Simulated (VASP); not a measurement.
V:

```
V
1.0
    -1.49120    1.49120    1.49120
     1.49120   -1.49120    1.49120
     1.49120    1.49120   -1.49120
V
1
Direct
  0.00000 0.00000 0.00000
```

| Item | Value |
| --- | --- |
| Program | VASP 6.6.1 |
| Task | relaxation of cell and atoms |
| Functional | PBE |
| Dispersion | D3(BJ) |
| Potentials or basis | VASP PAW PBE potentials, release 64 (V_sv) |
| Cutoff | 600 eV |
| k mesh | 20 × 20 × 20 |
| Occupations | gaussian, width 0.1 eV |
| Spin | no spin polarisation |

At the start: pressure -5.7 GPa; volume 13.26 Å³/atom.

Problem. Where does the relaxation end?

Solution. Over 3 steps the energy falls by 7.3 meV/atom and the volume is 12.87 Å³/atom (-3.0 %); space group Im-3m (No. 229, to 0.05 Å).

Step by step:
```csv
step,energy change (eV),largest force (eV/Å),pressure (GPa),volume (Å³)
1,0.0000,0.0000,-5.74,13.26
2,0.0050,0.0000,8.34,12.37
3,-0.0073,0.0000,-0.05,12.87
```

Final structure:
```
V
1.0
    -1.47618    1.47618    1.47618
     1.47618   -1.47618    1.47618
     1.47618    1.47618   -1.47618
V
1
Cartesian
  0.0000 0.0000 0.0000
```

Caveat: pairwise dispersion overbinds metals, which lowers pressure and volume.
